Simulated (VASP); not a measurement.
# GaN (P6_3mc) in VASP: vibrations by perturbation theory with PBE

Aim: the vibrations by perturbation theory of GaN with PBE.

Everything below comes from runs of VASP 6.6.1. Logs are shortened: lines on timing, memory, paths and dates and some standing lists are left out, and cuts for length are marked.

### 1 The cell of the first run

The structure is hexagonal, space group P6_3mc (No. 186). The conventional cell has a = 3.180 Å, b = 3.180 Å, c = 5.166 Å, α = 90.00°, β = 90.00°, γ = 120.00°. Ga (site symmetry 3m) has 4 N at 1.94 to 1.95 Å within 2.6 Å. Within 2.6 Å of N (site symmetry 3m) lie 4 Ga at 1.94 to 1.95 Å.

### 2 Vibrations by perturbation theory, PBE

The input, INCAR:

```
PREC     = Accurate       # precision mode
ENCUT    = 600            # plane-wave cutoff, eV
EDIFF    = 1E-8           # SCF threshold, eV
ISMEAR   = 0              # smearing method
SIGMA    = 0.01           # smearing width, eV
LREAL    = False          # projectors in reciprocal space
LASPH    = True           # aspherical terms in the spheres
NELM     = 120            # most SCF steps
ALGO     = Normal         # electronic algorithm
ISIF     = 2              # what is computed and relaxed
LWAVE    = False          # write WAVECAR
LCHARG   = True           # write CHGCAR
GGA      = PE             # functional
NBANDS   = 26             # bands
IBRION   = 8              # ionic algorithm
NSW      = 1              # ionic steps
LEPSILON = True           # dielectric tensor by DFPT
GGA_COMPAT= False
```

The input, KPOINTS:

```
Automatic mesh
0
Gamma
  6 6 4
```

The input, POSCAR:

```
GaN
1.0
    3.1800000000      0.0000000000      0.0000000000
   -1.5900000000      2.7539610000      0.0000000000
    0.0000000000      0.0000000000      5.1660000000
Ga N
2 2
Direct
    0.3333333333      0.6666666667      0.0000000000
    0.6666666667      0.3333333333      0.5000000000
    0.3333333333      0.6666666667      0.3750000000
    0.6666666667      0.3333333333      0.8750000000
```

Potentials or basis: VASP PAW PBE potentials, release 64 (Ga_d, N).

Launch:

```sh
$ cat potpaw_PBE.64/Ga_d/POTCAR potpaw_PBE.64/N/POTCAR > POTCAR
$ mpirun -np 1 vasp_std > vasp.out
```

OUTCAR:

```text
PREC = Accurate
   ENCUT = 600
   EDIFF = 1E-8
   ISMEAR = 0
   LREAL = False
   LASPH = True
   NELM = 120
   ISIF = 2
   GGA = PE
   IBRION = 8
   NSW = 1
   LEPSILON = True

 ion  position               nearest neighbor table
   1  0.333  0.667  0.000-   3 1.94   4 1.95   4 1.95   4 1.95
   2  0.667  0.333  0.500-   4 1.94   3 1.95   3 1.95   3 1.95
   3  0.333  0.667  0.375-   1 1.94   2 1.95   2 1.95   2 1.95
   4  0.667  0.333  0.875-   2 1.94   1 1.95   1 1.95   1 1.95

  LATTYP: Found a hexagonal cell.
 ALAT       =     3.1800000000
 C/A-ratio  =     1.6245283019

  Lattice vectors:

 A1 = (   3.1800000000,   0.0000000000,   0.0000000000)
 A2 = (  -1.5900000000,   2.7539610000,   0.0000000000)
 A3 = (   0.0000000000,   0.0000000000,   5.1660000000)

Analysis of symmetry for initial positions (statically):
=====================================================================
 Subroutine PRICEL returns:
 Original cell was already a primitive cell.

 Routine SETGRP: Setting up the symmetry group for a
 hexagonal supercell.

 Subroutine GETGRP returns: Found 12 space group operations
 (whereof  6 operations were pure point group operations)
 out of a pool of 24 trial point group operations.

The static configuration has the point symmetry C_3v.
 The point group associated with its full space group is C_6v.

Analysis of symmetry for dynamics (positions and initial velocities):
=====================================================================
 Subroutine PRICEL returns:
 Original cell was already a primitive cell.

 Routine SETGRP: Setting up the symmetry group for a
 hexagonal supercell.

 Subroutine GETGRP returns: Found 12 space group operations
 (whereof  6 operations were pure point group operations)
[... 878 lines left out ...]
 ion    1
    1     2.64292    -0.00000     0.00000
    2     0.00000     2.64292     0.00000
    3    -0.00000     0.00000     2.75152
 ion    2
    1     2.64292     0.00000     0.00000
    2     0.00000     2.64292     0.00000
    3    -0.00000     0.00000     2.75152
 ion    3
    1    -2.64292     0.00000     0.00000
    2    -0.00000    -2.64292     0.00000
    3     0.00000    -0.00000    -2.75152
 ion    4
    1    -2.64292     0.00000     0.00000
    2     0.00000    -2.64292     0.00000
    3     0.00000     0.00000    -2.75152

 INTERNAL STRAIN TENSOR FOR ION    4 for displacements in x,y,z  (eV/Angst):
          X           Y           Z          XY          YZ          ZX
  --------------------------------------------------------------------------------
  x     0.00000     0.00000     0.00000     9.67908     0.00000     5.57739
  y     9.67908    -9.67908     0.00000     0.00000     5.87507     0.00000
  z     5.55061     5.55061   -11.76676     0.00000    -0.00000     0.00000

 SECOND DERIVATIVES (NOT SYMMETRIZED)
 ------------------------------------
               1X          1Y          1Z          2X          2Y          2Z          3X          3Y          3Z          4X          4Y          4Z
  1X   -13.140815    0.000000    0.000000    0.444429    0.000000    0.000000    0.909725    0.000000    0.000000   11.786660    0.000000    0.000000
  1Y     0.000000  -13.140817    0.000000   -0.000000    0.444429    0.000000    0.000000    0.909726    0.000000    0.000000   11.786662    0.000000
  1Z     0.000000    0.000000  -21.250465    0.000000    0.000000    8.535427    0.000000   -0.000000    8.006943    0.000000   -0.000000    4.708095
  2X     0.444429    0.000000    0.000000  -13.140815   -0.000000    0.000000   11.786660    0.000000    0.000000    0.909725    0.000000   -0.000000
  2Y     0.000000    0.444429    0.000000    0.000000  -13.140817    0.000000   -0.000000   11.786662    0.000000    0.000000    0.909726    0.000000
  2Z     0.000000    0.000000    8.535427    0.000000   -0.000000  -21.250465   -0.000000    0.000000    4.708095    0.000000    0.000000    8.006943
  3X     0.900357    0.000000    0.000000   11.778972    0.000000    0.000000  -13.351922    0.000000   -0.000000    0.672593    0.000000    0.000000
  3Y     0.000000    0.900357    0.000000    0.000000   11.778974    0.000000    0.000000  -13.351924    0.000000   -0.000000    0.672594    0.000000
  3Z    -0.000000    0.000000    7.974616    0.000000    0.000000    4.746570    0.000000   -0.000000  -18.913643    0.000000   -0.000000    6.192458
  4X    11.778972    0.000000   -0.000000    0.900357    0.000000    0.000000    0.672593    0.000000    0.000000  -13.351922    0.000000    0.000000
  4Y     0.000000   11.778974    0.000000   -0.000000    0.900357   -0.000000   -0.000000    0.672594    0.000000   -0.000000  -13.351924   -0.000000
  4Z    -0.000000    0.000000    4.746570    0.000000    0.000000    7.974616    0.000000    0.000000    6.192458    0.000000    0.000000  -18.913643

 Eigenvectors and eigenvalues of the dynamical matrix
 ----------------------------------------------------

   1 f  =   20.980717 THz   131.825730 2PiTHz  699.841373 cm-1    86.769233 meV
             X         Y         Z           dx          dy          dz
     -0.000000  1.835974  0.000000    -0.000000   -0.000000    0.053603
      1.590000  0.917987  2.583000    -0.000000   -0.000000   -0.053603
     -0.000000  1.835974  1.937250    -0.000000   -0.000000   -0.705072
      1.590000  0.917987  4.520250     0.000000    0.000000    0.705072
[... 71 lines left out ...]
  12 f/i=    0.004092 THz     0.025709 2PiTHz    0.136487 cm-1     0.016922 meV
             X         Y         Z           dx          dy          dz
     -0.000000  1.835974  0.000000     0.000878    0.645207    0.000000
      1.590000  0.917987  2.583000     0.000878    0.645207    0.000000
     -0.000000  1.835974  1.937250     0.000394    0.289323    0.000000
      1.590000  0.917987  4.520250     0.000394    0.289323    0.000000

--------------------------------------------------------------------------------------------------------

 MACROSCOPIC STATIC DIELECTRIC TENSOR IONIC CONTRIBUTION
 ------------------------------------------------------
           4.403901    -0.000000    -0.000000
          -0.000000     4.403901     0.000000
          -0.000000     0.000000     4.761887
 ------------------------------------------------------

 ELASTIC MODULI CONTR FROM IONIC RELAXATION (kBar)
 Direction    XX          YY          ZZ          XY          YZ          ZX
 --------------------------------------------------------------------------------
 XX        -646.1017    303.4398    363.0965      0.0000     -0.0000     -0.0000
 YY         303.4398   -646.1019    363.0966     -0.0000     -0.0000      0.0000
 ZZ         363.0965    363.0966   -769.4993      0.0000      0.0000     -0.0000
 XY           0.0000     -0.0000      0.0000   -474.7708      0.0000     -0.0000
 YZ          -0.0000     -0.0000      0.0000      0.0000   -165.9273      0.0000
 ZX          -0.0000      0.0000     -0.0000     -0.0000      0.0000   -178.7527
 --------------------------------------------------------------------------------

 PIEZOELECTRIC TENSOR IONIC CONTR  for field in x, y, z        (C/m^2)
          XX          YY          ZZ          XY          YZ          ZX
  --------------------------------------------------------------------------------
  x    -0.00000     0.00000    -0.00000    -0.00000     0.00000    -0.83487
  y    -0.00000    -0.00000     0.00000     0.00000    -0.80436     0.00000
  z    -0.84992    -0.84992     1.80122    -0.00000    -0.00000     0.00000
```

stdout:

```text
POSCAR found type information on POSCAR GaN
 POSCAR found :  2 types and       4 ions
 scaLAPACK will be used
 LDA part: xc-table for (Slater+PW92), standard interpolation
 POSCAR, INCAR and KPOINTS ok, starting setup
 FFT: planning ... GRIDC
 FFT: planning ... GRID_SOFT
 FFT: planning ... GRID
[... 101 lines left out ...]
 LRF_COMMUTATOR internal error: the vector H(1)-e(1) S(1) |phi(0)> is not orthog
 onal to |phi(0)> (1.141859729835160E-004,-1.179611963664229E-015)
 LRF_COMMUTATOR internal error: the vector H(1)-e(1) S(1) |phi(0)> is not orthog
 onal to |phi(0)> (1.141859643469245E-004,3.663735981263017E-015)
 LRF_COMMUTATOR internal error: the vector H(1)-e(1) S(1) |phi(0)> is not orthog
 onal to |phi(0)> (1.186989149080386E-004,1.318389841742373E-016)
 LRF_COMMUTATOR internal error: the vector H(1)-e(1) S(1) |phi(0)> is not orthog
 onal to |phi(0)> (-1.408928304458476E-004,-2.418898414902060E-014)
 LRF_COMMUTATOR internal err
```

It took 29 min on 1 thread of Intel Xeon 8259CL, shared host; peak memory 0.43 GiB.

Results:

* Electronic dielectric tensor (diagonal): 6.16, 6.16, 6.10
* Born charges (mean of the diagonal): Ga +2.68; N -2.68 e
* Highest phonon frequency at Γ, LO-TO splitting left out: 700 cm⁻¹

Phonon frequencies in cm⁻¹ (negative: imaginary):
```
              q point                                frequencies
(0.000, 0.000, 0.000)  0 0 0 133 133 338 544 544 545 555 555 700
```

Electronic dielectric tensor:
```
6.16 0.00 0.00
0.00 6.16 0.00
0.00 0.00 6.10
```

Born effective charge tensors (e):
atom 1, Ga
```
2.64 0.00 0.00
0.00 2.64 0.00
0.00 0.00 2.75
```
atom 2, Ga
```
2.64 0.00 0.00
0.00 2.64 0.00
0.00 0.00 2.75
```
atom 3, N
```
-2.64  0.00  0.00
 0.00 -2.64  0.00
 0.00  0.00 -2.75
```
atom 4, N
```
-2.64  0.00  0.00
 0.00 -2.64  0.00
 0.00  0.00 -2.75
```

Caveat: the k points lie up to 0.38 Å⁻¹ apart; the cell stands under pressure or tension, which shifts response properties.
